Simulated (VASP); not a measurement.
Wanted: the native input for a VASP 6.6.1 run.

| Quantity | Value |
| --- | --- |
| Task | single point |
| Functional | PBEsol |
| Potentials or basis | VASP PAW PBE potentials, release 64 (Al, N) |
| Cutoff | 520 eV |
| k mesh | 10 × 10 × 10 |
| Occupations | fermi-dirac, width 0.05 eV |
| Spin | no spin polarisation |
| Dipole correction | no |
| Further INCAR settings | ALGO = Normal; EDIFF = 1e-06; NBANDS = 11 |

The structure of AlN lies in POSCAR:

```
AlN
1.0
    0.0000000000      2.2268278375      2.2268278375
    2.2268278375      0.0000000000      2.2268278375
    2.2268278375      2.2268278375      0.0000000000
Al N
1 1
Direct
    0.0000000000      0.0000000000      0.0000000000
    0.2500000000      0.2500000000      0.2500000000
```

One way to write it, as run:

INCAR

```
SYSTEM = AlN
  ALGO = Normal
  EDIFF = 1E-6
  ENCUT = 520
  GGA = PS
  ISIF = 2
  ISMEAR = -1
  LASPH = .TRUE.
  LCHARG = .FALSE.
  LREAL = .FALSE.
  LWAVE = .FALSE.
  NBANDS = 11
  NELM = 60
  PREC = Accurate
  SIGMA = 0.05
```

KPOINTS

```
k-points
0
G
  10 10 10
  0 0 0
```

Potentials or basis: VASP PAW PBE potentials, release 64 (Al, N).

The run is started by

```console
$ cat potpaw_PBE.64/Al/POTCAR potpaw_PBE.64/N/POTCAR > POTCAR
$ mpirun -np 1 vasp_std > vasp.out
```

Results of the run:

| Property | Result |
| --- | --- |
| Pressure | -9.4 GPa |
| Band gap on the k mesh | 3.16 eV, indirect (least direct gap 3.63 eV) |

Caveat: the PAW data sets were made with another functional, which shifts forces and pressure a little.

It took 9.2 s on 1 thread of AMD EPYC 7R13 Processor (Zen 3), with other jobs on the host, peak memory 0.1 GiB.
